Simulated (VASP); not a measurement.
AlNi3: elastic constants with PBEsol

Crystal: AlNi3.

```xyz
4
Lattice="3.5231 0.0000 0.0000 0.0000 3.5231 0.0000 0.0000 0.0000 3.5231" Properties=species:S:1:pos:R:3 pbc="T T T"
Ni    1.7615    1.7615    0.0000
Ni    1.7615    0.0000    1.7615
Ni    0.0000    1.7615    1.7615
Al    0.0000    0.0000    0.0000
```

```yaml
Program: VASP 6.6.1
Task: elastic constants
Functional: PBEsol
Potentials_or_basis: VASP PAW PBE potentials, release 64 (Ni, Al)
Cutoff: 600 eV
k_mesh: 6 × 6 × 6
Occupations: fermi-dirac, width 0.05 eV
Spin: collinear spin, ferromagnetic start
Starting_moments: "[1.0, 1.0, 1.0, 0.0] μB"
Dipole_correction: no
Ions_in_elastic_constants: relaxed
Further_INCAR_settings: ALGO = Normal; EDIFF = 1e-08; IBRION = 6; POTIM = 0.015; NSW = 1; ISIF = 3
```

The net moment is 0.66 μB per cell. The site moments are Ni +0.23; Al -0.01 μB and the valence electrons inside the program's atomic spheres are Ni 9.46; Al 0.81. The elastic constants C11, C12, C44 are 262, 168, 143 GPa, the voigt bulk modulus is 199 GPa and the highest phonon frequency at Γ is 342 cm⁻¹.

Phonon frequencies in cm⁻¹ (negative: imaginary):
```tsv
q point	frequencies
(0.000, 0.000, 0.000)	0 0 0 210 210 210 231 231 231 342 342 342
```

Elastic tensor in Voigt notation (GPa, in the Cartesian axes of the cell as first typed):
```
262 168 168   0   0   0
168 262 168   0   0   0
168 168 262   0   0   0
  0   0   0 143   0   0
  0   0   0   0 143   0
  0   0   0   0   0 143
```

Clamped-ion elastic tensor (GPa):
```
262 168 168   0   0   0
168 262 168   0   0   0
168 168 262   0   0   0
  0   0   0 143   0   0
  0   0   0   0 143   0
  0   0   0   0   0 143
```

It took 38 min on 1 thread of Intel(R) Xeon(R) Platinum 8259CL CPU @ 2.50GHz (Skylake/Cascade Lake), on a shared host, peak memory 0.38 GiB.

Caveat: the PAW data sets were made with another functional, which shifts forces and pressure a little.
